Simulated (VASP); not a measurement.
Here is a VASP 6.6.1 calculation.

Contents of INCAR:

```
ALGO = Fast
EDIFF = 1E-6
ENCUT = 520
GGA = PS
ISIF = 2
ISMEAR = 0
LASPH = True
LCHARG = False
LREAL = False
LWAVE = False
NBANDS = 46
NELM = 100
PREC = Accurate
SIGMA = 0.1
```

Contents of KPOINTS:

```
k-points
0
Gamma
  8 8 8
```

Contents of POSCAR:

```
AlCu3
1.0
    4.2029793514      0.0000000000      0.0000000000
    0.0000000000      5.1553515955      0.0000000000
    0.0000000000      0.0000000000      4.5036698579
Al Cu
2 6
Direct
    0.0000000000      0.0000000000      0.6644411475
    0.5000000000      0.5000000000      0.3355588525
    0.0000000000      0.5000000000      0.6682225497
    0.5000000000      0.0000000000      0.3317774503
    0.0000000000      0.2510479284      0.1639462878
    0.0000000000      0.7489520716      0.1639462878
    0.5000000000      0.2489520716      0.8360537122
    0.5000000000      0.7510479284      0.8360537122
```

Potentials or basis: VASP PAW PBE potentials, release 64 (Al, Cu).

Command:

```console
$ cat potpaw_PBE.64/Al/POTCAR potpaw_PBE.64/Cu/POTCAR > POTCAR
$ mpirun -np 1 vasp_std > vasp.out
```

(1) What does it give for the pressure?

(2) Estimate the band gap on the k mesh.

Results:

(1) -2.5 GPa.

(2) zero (bands 36 and 37 overlap by 4.08 eV).

Caveat: the PAW data sets were made with another functional, which shifts forces and pressure a little.
